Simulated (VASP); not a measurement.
# TiC (P1) in VASP: further runs, part 2 of 2

VASP 6.6.1. The steps go on from the part before.

## 3. Single point, PBE

INCAR reads:

```
  PREC = Accurate
  ENCUT = 520
  EDIFF = 1E-7
  ISMEAR = -1
  SIGMA = 0.1551
  LREAL = Auto
  LASPH = T
  NELM = 100
  ALGO = Normal
  ISIF = 2
  LWAVE = F
  LCHARG = F
  GGA = PE
  NBANDS = 78
```

KPOINTS reads:

```
Automatic mesh
0
Gamma
  2 2 2
  0.5 0.5 0.5
```

POSCAR reads:

```
TiC
1.0
   -4.4128842954      4.4128842954      0.0000000000
   -4.4128842954      0.0000000000      4.4128842954
    0.0000000000      4.4128842954      4.4128842954
Ti C
8 8
Direct
    0.0057940563     -0.0653811613     -0.0114742415
    0.5110566806     -0.0746332734     -0.0177831538
   -0.0129958087      0.4021741521      0.0205801906
    0.0500621555     -0.0894336841      0.4710299117
    0.4692086539      0.4321016307     -0.0010767334
    0.5451901385     -0.1196022748      0.4961838683
   -0.0158124472      0.4113385665      0.5225705787
    0.5092484528      0.3943845756      0.4636139004
    0.7460094758      0.6528672195      0.7612924507
    0.2653688431      0.6879879002      0.7536596877
    0.7444005508      0.1787954198      0.7329567882
    0.7670411852      0.6238511630      0.2257824890
    0.2607755887      0.1571605901      0.7186094825
    0.2543006852      0.7014597014      0.2136998020
    0.7734468596      0.1828195452      0.2157358853
    0.2386041486      0.1533136730      0.2575697489
```

Potentials or basis: VASP PAW PBE potentials, release 64 (Ti_sv, C).

Started as:

```sh
cat potpaw_PBE.64/Ti_sv/POTCAR potpaw_PBE.64/C/POTCAR > POTCAR
mpirun -np 1 vasp_std > vasp.out
```

OUTCAR:

```text
PREC = Accurate
   ENCUT = 520
   EDIFF = 1E-7
   ISMEAR = -1
   LREAL = Auto
   LASPH = T
   NELM = 100
   ISIF = 2
   GGA = PE

 ion  position               nearest neighbor table
   1  0.006  0.935  0.989-  14 2.09  15 2.10  13 2.12  10 2.13  11 2.28  12 2.45
   2  0.511  0.925  0.982-  14 2.12  11 2.15   9 2.18  12 2.23  16 2.23  13 2.27
   3  0.987  0.402  0.021-  12 1.88  15 1.92  16 2.16   9 2.21  13 2.42  10 2.49   8 2.88
   4  0.050  0.911  0.471-  16 1.91  14 2.07  10 2.21  15 2.35  11 2.35   9 2.48
   5  0.469  0.432  0.999-  10 2.00  14 2.15   9 2.20  16 2.25  11 2.29  15 2.32   8 2.92
   6  0.545  0.880  0.496-   9 2.07  10 2.11  13 2.22  12 2.34  15 2.36  16 2.42   7 2.84
   7  0.984  0.411  0.523-  11 2.09  13 2.10   9 2.12  12 2.30  16 2.31  14 2.48   6 2.84
   8  0.509  0.394  0.464-  15 2.04  13 2.14  12 2.15  11 2.24  14 2.25   3 2.88   5 2.92
   9  0.746  0.653  0.761-   6 2.07   7 2.12   2 2.18   5 2.20   3 2.21   4 2.48
  10  0.265  0.688  0.754-   5 2.00   6 2.11   1 2.13   4 2.21   3 2.49
  11  0.744  0.179  0.733-   7 2.09   2 2.15   8 2.24   1 2.28   5 2.29   4 2.35
  12  0.767  0.624  0.226-   3 1.88   8 2.15   2 2.23   7 2.30   6 2.34   1 2.45
  13  0.261  0.157  0.719-   7 2.10   1 2.12   8 2.14   6 2.22   2 2.27   3 2.42
  14  0.254  0.701  0.214-   4 2.07   1 2.09   2 2.12   5 2.15   8 2.25   7 2.48
  15  0.773  0.183  0.216-   3 1.92   8 2.04   1 2.10   5 2.32   4 2.35   6 2.36
[... 218 lines left out ...]
      6     -47.8334      2.00000
[... 1253 lines left out ...]
     75      11.2040      0.00000
     76      11.2941      0.00000
 [bands above 76 left out]

------------------------ aborting loop because EDIFF is reached ----------------------------------------

  FORCE on cell =-STRESS in cart. coord.  units (eV):
  Direction    XX          YY          ZZ          XY          YZ          ZX
  --------------------------------------------------------------------------------------
  -------------------------------------------------------------------------------------
  Total       -1.0328013     -6.3256946     -1.2787255      1.0783262     -1.0946494      0.0131648
  in kB       -9.6278597    -58.9686503    -11.9203856     10.0522460    -10.2044128      0.1227235
  external PRESSURE =     -26.8389652 kB  Pullay stress =       0.0000000 kB

 VOLUME and BASIS-vectors are now :
 -----------------------------------------------------------------------------
  energy-cutoff  :      520.00
  volume of cell :      171.87
      direct lattice vectors                 reciprocal lattice vectors
    -4.412884295  4.412884295  0.000000000    -0.113304580  0.113304580 -0.113304580
    -4.412884295  0.000000000  4.412884295    -0.113304580 -0.113304580  0.113304580
     0.000000000  4.412884295  4.412884295     0.113304580  0.113304580  0.113304580

 POSITION                                       TOTAL-FORCE (eV/Angst)
 -----------------------------------------------------------------------------------
     -4.14993      4.38782      8.48661         0.583970     -0.365165     -1.362930
     -6.33877      6.58964      8.41795         0.018384      0.127582     -0.622916
     -6.13028      4.44635      1.86557        -3.067457     -0.836971     -1.966739
     -4.23914      2.29952      6.09682         2.437721     -0.064061      1.483347
     -3.97738      6.47870      6.31495        -0.628034      0.674548     -1.155645
     -6.29095      4.59546      6.07470         0.689792     -1.935956      1.083687
[... 8 lines left out ...]
     -4.21989      4.36515      1.75878         3.345986      0.480797      0.059650
     -1.72949      2.18956      1.81318        -2.639656      0.242134     -0.413806
 -----------------------------------------------------------------------------------
    total drift:                                0.024259      0.018327      0.026262

  FREE ENERGIE OF THE ION-ELECTRON SYSTEM (eV)
  ---------------------------------------------------
  free  energy   TOTEN  =      -146.1121735011 eV

  energy  without entropy=     -145.8782358772  energy(sigma->0) =     -145.99520469
```

It took 6.9 min on 1 thread of Intel Xeon Platinum 8488C (Sapphire Rapids), shared host; peak memory 0.38 GiB.

Results:

```
Free energy            : -146.1122 eV
Pressure               : -2.7 GPa
Largest force          : 4.383 eV/Å
Band gap on the k mesh : 0.21 eV
```

Forces on the atoms (eV/Å):
```
Ti   0.584 -0.365 -1.363
Ti   0.018  0.128 -0.623
Ti  -3.067 -0.837 -1.967
Ti   2.438 -0.064  1.483
Ti  -0.628  0.675 -1.156
Ti   0.690 -1.936  1.084
Ti  -0.424 -0.451 -1.505
Ti  -0.623  1.317  2.069
C   -0.965 -0.483 -0.723
C    0.900 -1.399 -1.541
C    0.416  0.618 -0.010
C   -1.218  0.070  4.210
C   -0.543  0.567  0.800
C    1.716  1.439 -0.405
C    3.346  0.481  0.060
C   -2.640  0.242 -0.414
```

Stress tensor (GPa, compression positive):
```
-0.96  1.01  0.01
 1.01 -5.90 -1.02
 0.01 -1.02 -1.19
```

Levels at points of the mesh, in eV from the valence-band top:
```
           k point  band 60  band 61  band 62  band 63  band 64  band 65  band 66  band 67  band 68  band 69
(0.25, 0.25, 0.25)    -0.83    -0.71    -0.62    -0.24    -0.15     0.33     0.62     0.82     1.21     1.25
```

Caveat: the k points lie up to 0.62 Å⁻¹ apart; the atoms stand as in a frame of molecular dynamics; a shifted mesh leaves out Γ, where band edges can lie; forces of over 1 eV/Å act on the atoms, so gaps and moduli don't describe the material at rest. A k mesh can miss the band edges.

## 4. Single point, PBE

INCAR reads:

```
SYSTEM = TiC
ALGO = Normal
EDIFF = 1E-7
ENCUT = 520
GGA = PE
ISIF = 2
ISMEAR = -1
LASPH = .True.
LCHARG = .False.
LREAL = Auto
LWAVE = .False.
NBANDS = 78
NELM = 60
PREC = Accurate
SIGMA = 0.1551
```

KPOINTS is that of step 3.

POSCAR reads:

```
TiC
1.0
   -4.4128842954      4.4128842954      0.0000000000
   -4.4128842954      0.0000000000      4.4128842954
    0.0000000000      4.4128842954      4.4128842954
Ti C
8 8
Direct
    0.0236775979     -0.1680400959     -0.0032827736
    0.4729900809     -0.1275869618      0.0156182432
   -0.0062844385      0.3997420693     -0.0218076191
    0.0438700603     -0.1420768047      0.5019892550
    0.5548278260      0.3408432896     -0.0213565536
    0.5261340077     -0.0921919708      0.4909320877
    0.0365087750      0.3831525793      0.4558589950
    0.5032437633      0.4113344875      0.4641276233
    0.7443197646      0.6317179000      0.7568222451
    0.2649777156      0.5890947566      0.7420953691
    0.8062856993      0.1160063273      0.7118839493
    0.7873365281      0.6367493032      0.1888365849
    0.2824573264      0.1166995247      0.7366140335
    0.2549824388      0.6526302996      0.2162062126
    0.7618687178      0.1258624661      0.2208232609
    0.2542017703      0.1268546743      0.2485798237
```

Started as:

```sh
cat potpaw_PBE.64/Ti_sv/POTCAR potpaw_PBE.64/C/POTCAR > POTCAR
mpirun -np 1 vasp_std > vasp.out
```

Run time: 7.9 min. Hardware: 1 thread of Intel Xeon Platinum 8488C (Sapphire Rapids), shared host; peak memory 0.38 GiB.

It converged, with:

```yaml
Free_energy: -145.8141 eV
Pressure: -1.2 GPa
Largest_force: 4.124 eV/Å
Band_gap_on_the_k_mesh: 0.15 eV
```

Forces on the atoms (eV/Å):
```
Ti  -3.240 -2.178  1.331
Ti  -3.749 -0.345 -1.343
Ti   1.132  1.186 -2.350
Ti   0.385 -2.754  1.347
Ti  -0.143 -2.239  0.046
Ti   1.429 -0.016 -1.452
Ti   2.084  0.704  0.590
Ti   0.994  2.449 -1.266
C   -0.661 -0.270 -1.331
C   -1.872 -0.044  0.874
C    0.311 -0.428  1.566
C    2.862  1.308  1.953
C   -0.526 -1.096  0.408
C    1.878  2.247 -0.248
C   -0.313  1.095  0.599
C   -0.571  0.379 -0.723
```

Stress tensor (GPa, compression positive):
```
 2.62  1.50  0.09
 1.50 -3.12  0.65
 0.09  0.65 -3.11
```

Levels at points of the mesh, in eV from the valence-band top:
| k point | band 60 | band 61 | band 62 | band 63 | band 64 | band 65 | band 66 | band 67 | band 68 | band 69 |
| --- | --- | --- | --- | --- | --- | --- | --- | --- | --- | --- |
| (0.25, 0.25, 0.25) | -0.94 | -0.81 | -0.61 | -0.43 | -0.15 | 0.27 | 0.59 | 0.71 | 1.28 | 1.45 |

Caveat: the k points lie up to 0.62 Å⁻¹ apart; the atoms stand as in a frame of molecular dynamics; a shifted mesh leaves out Γ, where band edges can lie; forces of over 1 eV/Å act on the atoms, so gaps and moduli don't describe the material at rest. A k mesh can miss the band edges.

## 5. Overview

| cell | gap on the mesh (eV) | pressure (GPa) | largest force (eV/Å) |
| --- | --- | --- | --- |
| as given, atomic positions A | 0.33 | -4.5 | 4.01 |
| as given, atomic positions B | 0.21 | -2.7 | 4.38 |
| as given, atomic positions C | 0.15 | -1.2 | 4.12 |

Alike in all rows: task single point; level PBE; potentials or basis VASP PAW PBE potentials, release 64 (Ti_sv, C); no spin polarisation; k mesh 2 × 2 × 2, shifted; cutoff (eV) 520; smearing fermi-dirac 0.1551 eV.

Caveats: all runs use coarse meshes; the atoms stand as in a frame of molecular dynamics; a shifted mesh leaves out Γ, where band edges can lie; forces of over 1 eV/Å act on the atoms, so gaps and moduli don't describe the material at rest.

Total energies depend on the potentials used, so only differences within one code and one set of settings carry meaning.
